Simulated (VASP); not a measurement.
Write the native input for VASP 6.6.1 that does the following.

* Task: single point
* Functional: LDA
* Potentials or basis: VASP PAW LDA potentials, release 64 (Na_pv, Ag, Mo_sv, F)
* Cutoff: 520 eV
* k mesh: 5 × 5 × 5
* Occupations: methfessel-paxton, width 0.05 eV
* Spin: no spin polarisation
* Dipole correction: no
* Further INCAR settings: ALGO = Normal; EDIFF = 1e-07; NBANDS = 52

The structure of Na2AgMoF6 lies in POSCAR:

```
Na2AgMoF6
1.0
    0.0000000000      4.4316760000      4.4316760000
    4.4316760000      0.0000000000      4.4316760000
    4.4316760000      4.4316760000      0.0000000000
Na Ag Mo F
2 1 1 6
Direct
    0.2500000000      0.2500000000      0.2500000000
    0.7500000000      0.7500000000      0.7500000000
    0.5000000000      0.5000000000      0.5000000000
    0.0000000000      0.0000000000      0.0000000000
    0.2327610000      0.2327610000      0.7672390000
    0.2327610000      0.7672390000      0.7672390000
    0.7672390000      0.7672390000      0.2327610000
    0.2327610000      0.7672390000      0.2327610000
    0.7672390000      0.2327610000      0.7672390000
    0.7672390000      0.2327610000      0.2327610000
```

The input as run:

INCAR

```
SYSTEM = Na2AgMoF6
PREC = Accurate
ENCUT = 520
EDIFF = 1E-7
ISMEAR = 1
SIGMA = 0.05
LREAL = .FALSE.
LASPH = .TRUE.
NELM = 60
ALGO = Normal
ISIF = 2
LWAVE = .FALSE.
LCHARG = .FALSE.
NBANDS = 52
```

KPOINTS

```
regular mesh
0
G
  5 5 5
  0 0 0
```

Potentials or basis: VASP PAW LDA potentials, release 64 (Na_pv, Ag, Mo_sv, F).

Run with:

```sh
$ cat potpaw_LDA.64/Na_pv/POTCAR potpaw_LDA.64/Ag/POTCAR potpaw_LDA.64/Mo_sv/POTCAR potpaw_LDA.64/F/POTCAR > POTCAR
$ mpirun -np 1 vasp_std > vasp.out
```

Results of the run:

```
Pressure      : -7.0 GPa
Largest force : 0.820 eV/Å
```

Caveat: an odd number of electrons without spin polarisation forces a metal; a magnetic or distorted state may lie lower.

Run time: 86 s on 1 thread of Intel(R) Xeon(R) Platinum 8375C CPU @ 2.90GHz (Ice Lake) (shared host), peak memory 0.3 GiB.
